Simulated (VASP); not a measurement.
# LiCl (Fm-3m) in VASP: notebook, part 2 of 3

VASP 6.6.1. The steps go on from the part before.

### 3 Relaxation of cell and atoms, PBEsol

INCAR

```
SYSTEM = LiCl
ALGO = Normal ; EDIFF = 1E-7
EDIFFG = -0.01 ; ENCUT = 600
GGA = PS ; IBRION = 2
ISIF = 3 ; ISMEAR = -1
LASPH = .True. ; LCHARG = .False.
LREAL = .False. ; LWAVE = .False.
NELM = 80 ; NSW = 60
PREC = Accurate ; SIGMA = 0.05
```

KPOINTS

```
k-points
0
Gamma
  9 9 9
  0 0 0
```

POSCAR

```
LiCl
1.0
    0.0000000000      2.5647700000      2.5647700000
    2.5647700000      0.0000000000      2.5647700000
    2.5647700000      2.5647700000      0.0000000000
Cl Li
1 1
Direct
    0.5000000000      0.5000000000      0.5000000000
    0.0000000000      0.0000000000      0.0000000000
```

Potentials or basis: VASP PAW PBE potentials, release 64 (Cl, Li_sv).

Command:

```console
$ cat potpaw_PBE.64/Cl/POTCAR potpaw_PBE.64/Li_sv/POTCAR > POTCAR
$ mpirun -np 1 vasp_std > vasp.out
```

OUTCAR:

```text
SYSTEM = LiCl
   EDIFF = 1E-7
   EDIFFG = -0.01
   ENCUT = 600
   GGA = PS
   IBRION = 2
   ISIF = 3
   ISMEAR = -1
   LASPH = .True.
   LREAL = .False.
   NELM = 80
   NSW = 60
   PREC = Accurate

 ion  position               nearest neighbor table
   1  0.500  0.500  0.500-   2 2.56   2 2.56   2 2.56   2 2.56   2 2.56   2 2.56
   2  0.000  0.000  0.000-   1 2.56   1 2.56   1 2.56   1 2.56   1 2.56   1 2.56

  LATTYP: Found a face centered cubic cell.
 ALAT       =     5.1295400000

  Lattice vectors:

 A1 = (   0.0000000000,   2.5647700000,   2.5647700000)
 A2 = (   2.5647700000,   0.0000000000,   2.5647700000)
 A3 = (   2.5647700000,   2.5647700000,   0.0000000000)

Analysis of symmetry for initial positions (statically):
=====================================================================
 Subroutine PRICEL returns:
 Original cell was already a primitive cell.

 Routine SETGRP: Setting up the symmetry group for a
 face centered cubic supercell.

 Subroutine GETGRP returns: Found 48 space group operations
 (whereof 48 operations were pure point group operations)
 out of a pool of 48 trial point group operations.

The static configuration has the point symmetry O_h .

Analysis of symmetry for dynamics (positions and initial velocities):
=====================================================================
 Subroutine PRICEL returns:
 Original cell was already a primitive cell.

 Routine SETGRP: Setting up the symmetry group for a
 face centered cubic supercell.

 Subroutine GETGRP returns: Found 48 space group operations
 (whereof 48 operations were pure point group operations)
 out of a pool of 48 trial point group operations.

The dynamic configuration has the point symmetry O_h .

 Subroutine INISYM returns: Found 48 space group operations
 (whereof 48 operations are pure point group operations),
 and found     1 'primitive' translations

----------------------------------------------------------------------------------------

                                     Primitive cell

  volume of cell :      33.7423

  direct lattice vectors                    reciprocal lattice vectors
     0.000000000  2.564770000  2.564770000    -0.194949255  0.194949255  0.194949255
     2.564770000  0.000000000  2.564770000     0.194949255 -0.194949255  0.194949255
     2.564770000  2.564770000  0.000000000     0.194949255  0.194949255 -0.194949255

  length of vectors
     3.627132518  3.627132518  3.627132518     0.337662014  0.337662014  0.337662014

  position of ions in fractional coordinates (direct lattice)
     0.500000000  0.500000000  0.500000000
     0.000000000  0.000000000  0.000000000

  ion indices of the primitive-cell ions
   primitive index   ion index
                 1           1
                 2           2

----------------------------------------------------------------------------------------

 KPOINTS: k-points

Automatic generation of k-mesh.
 Grid dimensions read from file:
 generate k-points for:    9    9    9

[... 47 lines left out ...]
   total plane-waves  NPLWV =  27000
   dimension x,y,z NGX =    30 NGY =   30 NGZ =   30
   dimension x,y,z NGXF=    60 NGYF=   60 NGZF=   60
   ions per type =               1   1
   NGX,Y,Z   is equivalent  to a cutoff of  13.75, 13.75, 13.75 a.u.
   NGXF,Y,Z  is equivalent  to a cutoff of  27.50, 27.50, 27.50 a.u.
 SYSTEM =  LiCl
   PREC   = accura    normal or accurate (medium, high low for compatibility)
   ISTART =      0    job   : 0-new  1-cont  2-samecut
   ICHARG =      2    charge: 1-file 2-atom 10-const
   ISPIN  =      1    spin polarized calculation?
   LNONCOLLINEAR =      F non collinear calculations
   LSORBIT =      F    spin-orbit coupling
   LASPH  =      T    aspherical Exc in radial PAW
   ENCUT  =  600.0 eV  44.10 Ry    6.64 a.u.   7.24  7.24  7.24*2*pi/ulx,y,z
   NELM   =     80;   NELMIN=  2; NELMDL= -5     # of ELM steps
   EDIFF  = 0.1E-06   stopping-criterion for ELM
   LREAL  =      F    real-space projection
   EDIFFG = -.1E-01   stopping-criterion for IOM
   NSW    =     60    number of steps for IOM
   IBRION =      2    ionic relax: 0-MD 1-quasi-New 2-CG
   NFREE  =      1    steps in history (QN), initial steepest desc. (CG)
   ISIF   =      3    stress and relaxation
   ISYM   =      2    0-nonsym 1-usesym 2-fastsym
   POTIM  = 0.5000    time-step for ionic-motion
   TEBEG  =    0.0;   TEEND  =   0.0 temperature during run
   PSTRESS=    0.0 pullay stress
   NELECT =      10.0000    total number of electrons
   NUPDOWN=      -1.0000    fix difference up-down
   EMIN   =  10.00;   EMAX   =-10.00  energy-range for DOS
   EFERMI =   0.00;   METHOD = LEGACY
   ISMEAR =    -1;   SIGMA  =   0.05  broadening in eV -4-tet -1-fermi 0-gaus
   EFERMI_NEDOS =   21; number of points for ismear=-14 and -15
   IALGO  =     38    algorithm
   IMIX   =      4    mixing-type and parameters
     AMIX     =   0.40;   BMIX     =  1.00
     AMIX_MAG =   1.60;   BMIX_MAG =  1.00
  volume/ion in A,a.u.               =      16.87       113.85
  Fermi-wavevector in a.u.,A,eV,Ry     =   1.091482  2.062601 16.209056  1.191332
  Thomas-Fermi vector in A             =   2.227728
   LORBIT       =      0    0 simple, 1 ext, 2 COOP (PROOUT), +10 PAW based schemes
   GGA     = PS    functional components
   LHFCALC =     F    Hartree Fock is set to
   AEXX    =    0.0000 exact exchange contribution
   IVDW    =     0    specifies the selected vdW correction
   LEPSILON=     F    determine dielectric tensor
   LRPA    =     F    only Hartree local field effects (RPA)
 conjugate gradient relaxation of ions
 non-spin polarized calculation
  energy-cutoff  :      600.00
  volume of cell :       33.74
 maximum number of plane-waves:      1147
 NGX is ok and might be reduce to    30
   NGX = 15   NGY = 15   NGZ = 15

--------------------------------------- Ionic step        1  -------------------------------------------

 number of electron      10.0000004 magnetization

 Free energy of the ion-electron system (eV)
  ---------------------------------------------------
  ext. energy  EPLUGINS =         0.00000000
  ---------------------------------------------------
  free energy    TOTEN  =        -7.63463332 eV

  energy without entropy =       -7.63463332  energy(sigma->0) =       -7.63463332

------------------------ aborting loop because EDIFF is reached ----------------------------------------

  FORCE on cell =-STRESS in cart. coord.  units (eV):
  Direction    XX          YY          ZZ          XY          YZ          ZX
  --------------------------------------------------------------------------------------
  -------------------------------------------------------------------------------------
  Total       -0.2732978     -0.2732978     -0.2732978     -0.0000000      0.0000000      0.0000000
  in kB      -12.9769150    -12.9769150    -12.9769150     -0.0000000      0.0000000      0.0000000
  external PRESSURE =     -12.9769150 kB  Pullay stress =       0.0000000 kB
[... 59 lines left out ...]
--------------------------------------- Ionic step        3  -------------------------------------------

 number of electron       9.9999995 magnetization

 Free energy of the ion-electron system (eV)
  ---------------------------------------------------
  ext. energy  EPLUGINS =         0.00000000
  ---------------------------------------------------
  free energy    TOTEN  =        -7.64027320 eV

  energy without entropy =       -7.64027320  energy(sigma->0) =       -7.64027320

 E-fermi :   1.9483     XC(G=0):  -9.0791

 val. band max:        0.8300296927   @ k =   0.0000   0.0000   0.0000
 cond. band min:       7.1885623885   @ k =   0.0000   0.0000   0.0000
 fundamental gap:      6.3585326958
 Fermi energy:         1.9482611625

 k-point     1 :       0.0000    0.0000    0.0000
  band No.  band energies     occupation
      1     -41.9193      2.00000
      2     -12.7036      2.00000
      3       0.8300      2.00000
      4       0.8300      2.00000
      5       0.8300      2.00000
      6       7.1886      0.00000
      7      12.6722      0.00000
      8      12.6722      0.00000
      9      12.6722      0.00000
[... 265 lines left out ...]
 k-point    24 :       0.4444    0.4444    0.0000
  band No.  band energies     occupation
      1     -41.9146      2.00000
      2     -11.8238      2.00000
      3      -2.2203      2.00000
      4      -0.3370      2.00000
      5      -0.3370      2.00000
      6       8.7384      0.00000
      7       8.9259      0.00000
      8      13.1463      0.00000
      9      14.9489      0.00000

 [... further k-points ...]

------------------------ aborting loop because EDIFF is reached ----------------------------------------

  FORCE on cell =-STRESS in cart. coord.  units (eV):
  Direction    XX          YY          ZZ          XY          YZ          ZX
  --------------------------------------------------------------------------------------
  -------------------------------------------------------------------------------------
  Total       -0.0142781     -0.0142781     -0.0142781      0.0000000      0.0000000      0.0000000
  in kB       -0.7045511     -0.7045511     -0.7045511      0.0000000      0.0000000      0.0000000
  external PRESSURE =      -0.7045511 kB  Pullay stress =       0.0000000 kB
[... 17 lines left out ...]
  FREE ENERGIE OF THE ION-ELECTRON SYSTEM (eV)
  ---------------------------------------------------
  free  energy   TOTEN  =        -7.6402731953 eV

  energy  without entropy=       -7.6402731953  energy(sigma->0) =       -7.64027320

 reached required accuracy - stopping structural energy minimisation
```

OSZICAR:

```text
N       E                     dE             d eps       ncg     rms          rms(c)
DAV:   1     0.448005923841E+02    0.44801E+02   -0.46156E+03   630   0.113E+03
DAV:   2    -0.567182428721E+01   -0.50472E+02   -0.48771E+02   864   0.164E+02
DAV:   3    -0.764302188239E+01   -0.19712E+01   -0.19694E+01   767   0.396E+01
[... 22 lines left out ...]
DAV:   3    -0.764034046529E+01    0.18644E-02   -0.76179E-03   652   0.572E-01    0.190E-01
DAV:   4    -0.764027319286E+01    0.67272E-04   -0.18847E-04  1042   0.119E-01    0.384E-02
DAV:   5    -0.764027383324E+01   -0.64038E-06   -0.22652E-05   844   0.382E-02    0.985E-03
DAV:   6    -0.764027319791E+01    0.63533E-06   -0.69362E-07   773   0.906E-03    0.374E-03
DAV:   7    -0.764027319532E+01    0.25893E-08   -0.13809E-07   438   0.354E-03
   3 F= -.76402732E+01 E0= -.76402732E+01  d E =-.563988E-02
```

Run time: 32 s. Hardware: 1 thread of Intel Xeon Platinum 8259CL at 2.50GHz (Skylake/Cascade Lake), shared host; peak memory 0.16 GiB.

What came out:

| Quantity | Value |
| --- | --- |
| Free energy | -7.6403 eV |
| Relaxed volume | 16.23 Å³/atom |
| Relaxed cell | a = 3.581 Å, b = 3.581 Å, c = 3.581 Å, α = 60.00°, β = 60.00°, γ = 60.00° |
| Space group after relaxing (to 0.05 Å) | Fm-3m (No. 225) |
| Energy gained by relaxing | 2.8 meV/atom |
| Ionic steps | 3 |
| Pressure after relaxing | -0.1 GPa |
| Band gap on the k mesh | 6.36 eV, direct |

The path:
| step | energy change (eV) | largest force (eV/Å) | pressure (GPa) | volume (Å³) |
| --- | --- | --- | --- | --- |
| 1 | 0.0000 | 0.0000 | -1.30 | 33.74 |
| 2 | -0.0042 | 0.0000 | -0.69 | 33.08 |
| 3 | -0.0056 | 0.0000 | -0.07 | 32.47 |

Final structure:
```
Cl Li
1.0
     0.00000    2.53209    2.53209
     2.53209    0.00000    2.53209
     2.53209    2.53209    0.00000
Cl Li
1 1
Direct
  0.50000 0.50000 0.50000
  0.00000 0.00000 0.00000
```

Caveat: the cutoff is under 1.25 times the usual one of these potentials, so pressure, stress and relaxed cells hold a basis-set (Pulay) error; the PAW data sets were made with another functional, which shifts forces and pressure a little. A k mesh can miss the band edges.

### 4 Single point, PBE

INCAR

```
SYSTEM = LiCl
PREC = Accurate
ENCUT = 520
EDIFF = 1E-7
ISMEAR = 0
SIGMA = 0.01
LREAL = .FALSE.
LASPH = .TRUE.
NELM = 60
ALGO = Normal
ISIF = 2
LWAVE = .FALSE.
LCHARG = .TRUE.
GGA = PE
LELF = .TRUE.
LVHAR = .TRUE.
NBANDS = 12
```

KPOINTS

```
regular mesh
0
G
  6 6 6
  0 0 0
```

POSCAR is that of step 3.

Command:

```console
$ cat potpaw_PBE.64/Cl/POTCAR potpaw_PBE.64/Li_sv/POTCAR > POTCAR
$ mpirun -np 1 vasp_std > vasp.out
```

Wall time 6.8 s (1 thread of AMD EPYC 7R13, shared host); peak memory 0.15 GiB.

Results (log left out):

```
Free energy            : -7.3856 eV
Band gap on the k mesh : 6.34 eV, direct
```

Levels at points of the mesh, in eV from the valence-band top:
```
           k point  band 2  band 3  band 4  band 5  band 6  band 7  band 8  band 9
(0.00, 0.00, 0.00)  -13.40    0.00    0.00    0.00    6.34   11.94   11.94   11.94
(0.50, 0.00, 0.00)  -12.83   -2.81   -0.26   -0.26    6.76    9.50    9.50   12.98
(0.50, 0.50, 0.00)  -12.58   -2.89   -1.10   -1.10    7.89    8.29   12.44   14.12
```

Caveat: the cutoff is under 1.25 times the usual one of these potentials, so pressure, stress and relaxed cells hold a basis-set (Pulay) error. A k mesh can miss the band edges.

[end of part 2 of 3]
